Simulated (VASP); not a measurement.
# Cu (Fmmm) in VASP: further runs

Runs on Cu. Level: PBE. Tasks: single point.

Everything below comes from runs of VASP 6.6.1. Logs are shortened: lines on timing, memory, paths and dates and some standing lists are left out, and cuts for length are marked.

**1. The cell of the first run**

The structure is orthorhombic, space group Fmmm (No. 69). The conventional cell has a = 2.759 Å, b = 4.090 Å, c = 4.257 Å, α = 90.00°, β = 90.00°, γ = 90.00°. Within 3.3 Å of Cu (site symmetry mmm) lie 14 Cu at 2.47 to 2.95 Å.

**2. Single point, PBE (strain -0.0400 x Voigt [0, 0, 0, 0, 0, 1])**

The input, INCAR:

```
PREC = Accurate
ENCUT = 520
EDIFF = 1E-6
ISMEAR = 0
SIGMA = 0.15
LREAL = False
LASPH = True
NELM = 100
ALGO = Normal
ISIF = 2
LWAVE = False
LCHARG = True
GGA = PE
LELF = True
LVHAR = True
NBANDS = 12
```

The input, KPOINTS:

```
Automatic mesh
0
Gamma
  30 30 30
```

The input, POSCAR:

```
Cu
1.0
   -1.5050408480      1.5050408480      1.3795566845
    1.5050408480     -1.5050408480      1.3795566845
    1.4460196382      1.4460196382     -1.3795566845
Cu
1
Direct
    0.0000000000      0.0000000000      0.0000000000
```

Potentials or basis: VASP PAW PBE potentials, release 64 (Cu).

The run is started by

```console
> cat potpaw_PBE.64/Cu/POTCAR > POTCAR
> mpirun -np 1 vasp_std > vasp.out
```

OUTCAR:

```text
PREC = Accurate
   ENCUT = 520
   EDIFF = 1E-6
   ISMEAR = 0
   LREAL = False
   LASPH = True
   NELM = 100
   ISIF = 2
   GGA = PE

 ion  position               nearest neighbor table
   1  0.000  0.000  0.000-

  LATTYP: Found a face centered orthorhombic cell.
 ALAT       =     2.7591133690
 B/A-ratio  =     1.4823461818
 C/A-ratio  =     1.5428501076

  Lattice vectors:

 A1 = (  -0.0590212098,   2.9510604862,   0.0000000000)
 A2 = (  -1.5050408480,   1.5050408480,   1.3795566845)
 A3 = (   1.4460196382,   1.4460196382,   1.3795566845)

Analysis of symmetry for initial positions (statically):
=====================================================================
 Subroutine PRICEL returns:
 Original cell was already a primitive cell.

 Routine SETGRP: Setting up the symmetry group for a
 face centered orthorhombic supercell.

 Subroutine GETGRP returns: Found  8 space group operations
 (whereof  8 operations were pure point group operations)
 out of a pool of  8 trial point group operations.

The static configuration has the point symmetry D_2h.

Analysis of symmetry for dynamics (positions and initial velocities):
=====================================================================
 Subroutine PRICEL returns:
 Original cell was already a primitive cell.

 Routine SETGRP: Setting up the symmetry group for a
 face centered orthorhombic supercell.

 Subroutine GETGRP returns: Found  8 space group operations
 (whereof  8 operations were pure point group operations)
 out of a pool of  8 trial point group operations.

The dynamic configuration has the point symmetry D_2h.

 Subroutine INISYM returns: Found  8 space group operations
 (whereof  8 operations are pure point group operations),
 and found     1 'primitive' translations

----------------------------------------------------------------------------------------

                                     Primitive cell

  volume of cell :      12.0094

  direct lattice vectors                    reciprocal lattice vectors
    -1.505040848  1.505040848  1.379556685     0.006779937  0.338996833  0.362435270
     1.505040848 -1.505040848  1.379556685     0.338996833  0.006779937  0.362435270
     1.446019638  1.446019638 -1.379556685     0.345776770  0.345776770  0.000000000

  length of vectors
     2.536429095  2.536429095  2.466804053     0.496310534  0.496310534  0.489002198

  position of ions in fractional coordinates (direct lattice)
     0.000000000  0.000000000  0.000000000

  ion indices of the primitive-cell ions
   primitive index   ion index
                 1           1

----------------------------------------------------------------------------------------

 KPOINTS: Automatic mesh

Automatic generation of k-mesh.
 Grid dimensions read from file:
 generate k-points for:   30   30   30

 Generating k-lattice:

  Cartesian coordinates                     Fractional coordinates (reciprocal lattice)
     0.000225998  0.011299894  0.012081176     0.033333333  0.000000000  0.000000000
     0.011299894  0.000225998  0.012081176     0.000000000  0.033333333  0.000000000
     0.011525892  0.011525892  0.000000000     0.000000000  0.000000000  0.033333333

  Length of vectors
     0.016543684  0.016543684  0.016300073

  Shift w.r.t. Gamma in fractional coordinates (k-lattice)
     0.000000000  0.000000000  0.000000000

 Subroutine IBZKPT returns following result:
 ===========================================

 Found   3736 irreducible k-points:

 Following reciprocal coordinates:
            Coordinates               Weight
  0.000000  0.000000  0.000000      1.000000
  0.033333  0.000000  0.000000      8.000000
  0.066667 -0.000000  0.000000      8.000000
  0.100000 -0.000000  0.000000      8.000000
  0.133333 -0.000000  0.000000      8.000000
  0.166667  0.000000  0.000000      8.000000
[... 16 lines left out ...]
  0.233333  0.033333  0.000000      8.000000
  0.266667  0.033333  0.000000      8.000000
 [... further k-points ...]
   k-points           NKPTS =   3736   k-points in BZ     NKDIM =   3736   number of bands    NBANDS=     12
   number of dos      NEDOS =    301   number of ions     NIONS =      1
   total plane-waves  NPLWV =   7200
   dimension x,y,z NGX =    20 NGY =   20 NGZ =   18
   dimension x,y,z NGXF=    40 NGYF=   40 NGZF=   36
   ions per type =               1
   NGX,Y,Z   is equivalent  to a cutoff of  13.11, 13.11, 12.13 a.u.
   NGXF,Y,Z  is equivalent  to a cutoff of  26.22, 26.22, 24.26 a.u.
 SYSTEM =  unknown system
   PREC   = accura    normal or accurate (medium, high low for compatibility)
   ISTART =      0    job   : 0-new  1-cont  2-samecut
   ICHARG =      2    charge: 1-file 2-atom 10-const
   ISPIN  =      1    spin polarized calculation?
   LNONCOLLINEAR =      F non collinear calculations
   LSORBIT =      F    spin-orbit coupling
   LASPH  =      T    aspherical Exc in radial PAW
   ENCUT  =  520.0 eV  38.22 Ry    6.18 a.u.   4.72  4.72  4.59*2*pi/ulx,y,z
   NELM   =    100;   NELMIN=  2; NELMDL= -5     # of ELM steps
   EDIFF  = 0.1E-05   stopping-criterion for ELM
   LREAL  =      F    real-space projection
   EDIFFG = 0.1E-04   stopping-criterion for IOM
   NSW    =      0    number of steps for IOM
   IBRION =     -1    ionic relax: 0-MD 1-quasi-New 2-CG
   NFREE  =      0    steps in history (QN), initial steepest desc. (CG)
   ISIF   =      2    stress and relaxation
   ISYM   =      2    0-nonsym 1-usesym 2-fastsym
   POTIM  = 0.5000    time-step for ionic-motion
   TEBEG  =    0.0;   TEEND  =   0.0 temperature during run
   PSTRESS=    0.0 pullay stress
   NELECT =      11.0000    total number of electrons
   NUPDOWN=      -1.0000    fix difference up-down
   EMIN   =  10.00;   EMAX   =-10.00  energy-range for DOS
   EFERMI =   0.00;   METHOD = LEGACY
   ISMEAR =     0;   SIGMA  =   0.15  broadening in eV -4-tet -1-fermi 0-gaus
   EFERMI_NEDOS =   21; number of points for ismear=-14 and -15
   IALGO  =     38    algorithm
   IMIX   =      4    mixing-type and parameters
     AMIX     =   0.40;   BMIX     =  1.00
     AMIX_MAG =   1.60;   BMIX_MAG =  1.00
  volume/ion in A,a.u.               =      12.01        81.04
  Fermi-wavevector in a.u.,A,eV,Ry     =   1.589883  3.004442 34.391809  2.527727
  Thomas-Fermi vector in A             =   2.688663
   LORBIT       =      0    0 simple, 1 ext, 2 COOP (PROOUT), +10 PAW based schemes
   GGA     = PE    functional components
   LHFCALC =     F    Hartree Fock is set to
   AEXX    =    0.0000 exact exchange contribution
   IVDW    =     0    specifies the selected vdW correction
   LEPSILON=     F    determine dielectric tensor
   LRPA    =     F    only Hartree local field effects (RPA)
 non-spin polarized calculation
 Gauss-broadening in eV      SIGMA  =   0.15
  energy-cutoff  :      520.00
  volume of cell :       12.01
 maximum number of plane-waves:       341
   NGX =  9   NGY =  9   NGZ =  9

 number of electron      10.9999987 magnetization

 Free energy of the ion-electron system (eV)
  ---------------------------------------------------
  ext. energy  EPLUGINS =         0.00000000
  ---------------------------------------------------
  free energy    TOTEN  =        -3.68814177 eV

  energy without entropy =       -3.68434124  energy(sigma->0) =       -3.68624151

 E-fermi :   7.3847     XC(G=0): -12.6288

 val. band max:        7.3833761679   @ k =  -0.2667  -0.3000   0.2000
 cond. band min:       7.3856961953   @ k =  -0.2000   0.3667   0.2333
 fundamental gap:      0.0023200275
 Fermi energy:         7.3847063091

 k-point     1 :       0.0000    0.0000    0.0000
  band No.  band energies     occupation
      1      -1.8384      2.00000
      2       4.1572      2.00000
      3       4.3000      2.00000
      4       4.5520      2.00000
      5       5.1673      2.00000
      6       5.4360      2.00000
      7      30.4575      0.00000
      8      32.3345      0.00000
      9      33.3730      0.00000
     10      34.3728      0.00000
     11      35.1123      0.00000
     12      35.7590      0.00000

 k-point     2 :       0.0333    0.0000    0.0000
  band No.  band energies     occupation
      1      -1.7949      2.00000
      2       4.1621      2.00000
      3       4.3019      2.00000
      4       4.5517      2.00000
      5       5.1681      2.00000
      6       5.4293      2.00000
      7      30.2870      0.00000
      8      32.1138      0.00000
      9      32.9431      0.00000
     10      34.2846      0.00000
     11      34.6944      0.00000
     12      35.1271      0.00000

 k-point     3 :       0.0667   -0.0000    0.0000
  band No.  band energies     occupation
      1      -1.6648      2.00000
      2       4.1681      2.00000
      3       4.3132      2.00000
      4       4.5531      2.00000
      5       5.1706      2.00000
      6       5.4108      2.00000
      7      29.8227      0.00000
      8      31.2084      0.00000
      9      32.0764      0.00000
     10      33.6187      0.00000
     11      34.1742      0.00000
     12      34.7021      0.00000
[... 286 lines left out ...]
 k-point    23 :       0.2333    0.0333    0.0000
  band No.  band energies     occupation
      1       0.4859      2.00000
      2       3.8997      2.00000
      3       4.3115      2.00000
      4       5.0970      2.00000
      5       5.2364      2.00000
      6       5.3524      2.00000
      7      21.2146      0.00000
      8      26.4210      0.00000
      9      27.8761      0.00000
     10      29.2320      0.00000
     11      31.7859      0.00000
     12      36.1925      0.00000

 k-point    24 :       0.2667    0.0333    0.0000
  band No.  band energies     occupation
      1       1.0245      2.00000
      2       3.8261      2.00000
      3       4.3417      2.00000
      4       5.2403      2.00000
      5       5.2818      2.00000
      6       5.3968      2.00000
      7      19.5238      0.00000
      8      25.6749      0.00000
      9      27.1545      0.00000
     10      28.9584      0.00000
     11      31.5757      0.00000
     12      36.7988      0.00000

 [... further k-points ...]
[... 5 lines left out ...]
  --------------------------------------------------------------------------------------
  -------------------------------------------------------------------------------------
  Total        0.0561259      0.0561259      0.0748393      0.3086947      0.0000000     -0.0000000
  in kB        7.4877586      7.4877586      9.9843100     41.1829737      0.0000000     -0.0000000
  external PRESSURE =       8.3199424 kB  Pullay stress =       0.0000000 kB

 VOLUME and BASIS-vectors are now :
 -----------------------------------------------------------------------------
  energy-cutoff  :      520.00
  volume of cell :       12.01
      direct lattice vectors                 reciprocal lattice vectors
    -1.505040848  1.505040848  1.379556685     0.006779937  0.338996833  0.362435270
     1.505040848 -1.505040848  1.379556685     0.338996833  0.006779937  0.362435270
     1.446019638  1.446019638 -1.379556685     0.345776770  0.345776770  0.000000000

 POSITION                                       TOTAL-FORCE (eV/Angst)
 -----------------------------------------------------------------------------------
      0.00000      0.00000      0.00000        -0.000000     -0.000000     -0.000000
 -----------------------------------------------------------------------------------
    total drift:                                0.000000     -0.000000      0.000000

  FREE ENERGIE OF THE ION-ELECTRON SYSTEM (eV)
  ---------------------------------------------------
  free  energy   TOTEN  =        -3.6881417724 eV

  energy  without entropy=       -3.6843412416  energy(sigma->0) =       -3.68624151
```

Wall time 6.5 min (1 thread of Intel Xeon Platinum 8259CL at 2.50GHz (Skylake/Cascade Lake), shared host); peak memory 0.6 GiB.

What came out:

- Free energy: -3.6881 eV
- Pressure: 0.8 GPa

Caveat: the cell differs from its parent crystal (strain -0.0400 x Voigt [0, 0, 0, 0, 0, 1]).

**3. Single point, PBE (strain +0.0350 x Voigt [0, 0, 0, 0, 0, 1])**

The input, INCAR:

```
SYSTEM = Cu
ALGO = Normal
EDIFF = 1E-7
ENCUT = 520
GGA = PE
ISIF = 2
ISMEAR = 0
LASPH = .TRUE.
LCHARG = .FALSE.
LREAL = .FALSE.
LWAVE = .FALSE.
NBANDS = 12
NELM = 100
PREC = Accurate
SIGMA = 0.15
```

The input, KPOINTS:

```
k-points
0
G
  30 30 30
  0 0 0
```

The input, POSCAR:

```
Cu
1.0
   -1.4497084638      1.4497084638      1.3795566845
    1.4497084638     -1.4497084638      1.3795566845
    1.5013520224      1.5013520224     -1.3795566845
Cu
1
Direct
    0.0000000000      0.0000000000      0.0000000000
```

Potentials or basis: VASP PAW PBE potentials, release 64 (Cu).

The run is started by

```console
> cat potpaw_PBE.64/Cu/POTCAR > POTCAR
> mpirun -np 1 vasp_std > vasp.out
```

It took 6.6 min on 1 thread of Intel Xeon Platinum 8259CL at 2.50GHz (Skylake/Cascade Lake), shared host; peak memory 0.59 GiB.

It converged, with:

| Quantity | Value |
| --- | --- |
| Free energy | -3.6896 eV |
| Pressure | 0.8 GPa |

Stress tensor (GPa, compression positive):
```
 0.68 -3.59  0.00
-3.59  0.68  0.00
 0.00  0.00  0.90
```

Levels at points of the mesh, in eV from the Fermi level:
```
           k point  band 4  band 5  band 6  band 7  band 8  band 9
(0.00, 0.00, 0.00)   -2.85   -2.22   -1.95   23.21   24.86   25.98
(0.50, 0.00, 0.00)   -1.84   -1.36   -0.36    4.52   16.18   17.41
(0.50, 0.50, 0.00)   -2.11   -1.34   -0.62    4.17   18.32   18.34
(0.00, 0.00, 0.50)   -1.97   -1.43   -1.10    3.43   18.82   19.08
(0.50, 0.50, 0.50)   -1.48   -1.47    7.21    7.44    9.86   12.83
```

Caveat: the cell differs from its parent crystal (strain +0.0350 x Voigt [0, 0, 0, 0, 0, 1]).

**4. Single point, PBE (strain -0.0200 x Voigt [0, 0, 0, 0, 0, 1])**

The input, INCAR:

```
SYSTEM = Cu
ALGO = Normal ; EDIFF = 1E-6
ENCUT = 520 ; GGA = PE
ISIF = 2 ; ISMEAR = 0
LASPH = .TRUE. ; LCHARG = .TRUE.
LELF = .TRUE. ; LREAL = .FALSE.
LVHAR = .TRUE. ; LWAVE = .FALSE.
NBANDS = 12 ; NELM = 100
PREC = Accurate ; SIGMA = 0.15
```

KPOINTS is that of step 3.

The input, POSCAR:

```
Cu
1.0
   -1.4902855455      1.4902855455      1.3795566845
    1.4902855455     -1.4902855455      1.3795566845
    1.4607749407      1.4607749407     -1.3795566845
Cu
1
Direct
    0.0000000000      0.0000000000      0.0000000000
```

Potentials or basis: VASP PAW PBE potentials, release 64 (Cu).

The run is started by

```console
> cat potpaw_PBE.64/Cu/POTCAR > POTCAR
> mpirun -np 1 vasp_std > vasp.out
```

OUTCAR:

```text
SYSTEM = Cu
   EDIFF = 1E-6
   ENCUT = 520
   GGA = PE
   ISIF = 2
   ISMEAR = 0
   LASPH = .TRUE.
   LREAL = .FALSE.
   NELM = 100
   PREC = Accurate

 ion  position               nearest neighbor table
   1  0.000  0.000  0.000-

  LATTYP: Found a face centered orthorhombic cell.
 ALAT       =     2.7591133690
 B/A-ratio  =     1.4974721633
 C/A-ratio  =     1.5277241261

  Lattice vectors:

 A1 = (  -0.0295106048,   2.9510604862,   0.0000000000)
[... 531 lines left out ...]
      3       4.3354      2.00000
      4       5.2317      2.00000
      5       5.2876      2.00000
      6       5.3895      2.00000
      7      19.5287      0.00000
      8      25.8902      0.00000
      9      26.7720      0.00000
     10      29.1259      0.00000
     11      31.5099      0.00000
     12      36.7725      0.00000

 [... further k-points ...]
[... 5 lines left out ...]
  --------------------------------------------------------------------------------------
  -------------------------------------------------------------------------------------
  Total        0.0417758      0.0417758      0.0521208      0.1528072      0.0000000      0.0000000
  in kB        5.5716353      5.5716353      6.9513462     20.3799064      0.0000000      0.0000000
  external PRESSURE =       6.0315389 kB  Pullay stress =       0.0000000 kB

 VOLUME and BASIS-vectors are now :
 -----------------------------------------------------------------------------
  energy-cutoff  :      520.00
  volume of cell :       12.01
      direct lattice vectors                 reciprocal lattice vectors
    -1.490285545  1.490285545  1.379556685     0.003388951  0.338895124  0.362435270
     1.490285545 -1.490285545  1.379556685     0.338895124  0.003388951  0.362435270
     1.460774941  1.460774941 -1.379556685     0.342284075  0.342284075  0.000000000

 POSITION                                       TOTAL-FORCE (eV/Angst)
 -----------------------------------------------------------------------------------
      0.00000      0.00000      0.00000         0.000000     -0.000000     -0.000000
 -----------------------------------------------------------------------------------
    total drift:                                0.000000     -0.000000      0.000000

  FREE ENERGIE OF THE ION-ELECTRON SYSTEM (eV)
  ---------------------------------------------------
  free  energy   TOTEN  =        -3.6927688172 eV

  energy  without entropy=       -3.6886649161  energy(sigma->0) =       -3.69071687
```

Wall time 6.4 min (1 thread of Intel Xeon Platinum 8259CL at 2.50GHz (Skylake/Cascade Lake), shared host); peak memory 0.6 GiB.

Results:

```
Free energy : -3.6928 eV
Pressure    : 0.6 GPa
```

Caveat: the cell differs from its parent crystal (strain -0.0200 x Voigt [0, 0, 0, 0, 0, 1]).

[end of part 1 of 2]
